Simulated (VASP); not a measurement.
PbS (Galena): single point with r2SCAN50

Crystal: PbS (Galena).

```
Pb S
1.0
     0.00000    2.97057    2.97057
     2.97057    0.00000    2.97057
     2.97057    2.97057    0.00000
Pb S
1 1
Direct
  0.00000 0.00000 0.00000
  0.50000 0.50000 0.50000
```

```json
{
  "Program": "VASP 6.6.1",
  "Task": "single point",
  "Functional": "r2SCAN50",
  "Potentials or basis": "VASP PAW PBE potentials, release 64 (Pb_d, S)",
  "Cutoff": "520 eV",
  "k mesh": "4 × 4 × 4",
  "Occupations": "gaussian, width 0.01 eV",
  "Spin": "no spin polarisation"
}
```

* Pressure: -0.2 GPa
* Band gap on the k mesh: 2.77 eV, direct

Levels at points of the mesh, in eV from the valence-band top:
| k point | band 7 | band 8 | band 9 | band 10 | band 11 | band 12 | band 13 | band 14 |
| --- | --- | --- | --- | --- | --- | --- | --- | --- |
| (0.00, 0.00, 0.00) | -6.93 | -2.98 | -2.98 | -2.98 | 8.46 | 8.46 | 8.46 | 9.77 |
| (0.50, 0.00, 0.00) | -10.70 | -2.53 | -2.53 | 0.00 | 2.77 | 4.54 | 4.54 | 11.88 |
| (0.50, 0.50, 0.00) | -8.42 | -6.62 | -4.49 | -4.49 | 6.44 | 9.00 | 9.09 | 9.09 |

It took 8.2 min on 1 thread of Intel(R) Xeon(R) Platinum 8259CL CPU @ 2.50GHz (Skylake/Cascade Lake) (shared host), peak memory 0.2 GiB.

Caveat: the k points lie up to 0.46 Å⁻¹ apart; the PAW data sets were made with another functional, which shifts forces and pressure a little; spin-orbit coupling is left out, which moves the levels of the heavy elements. A k mesh can miss the band edges.
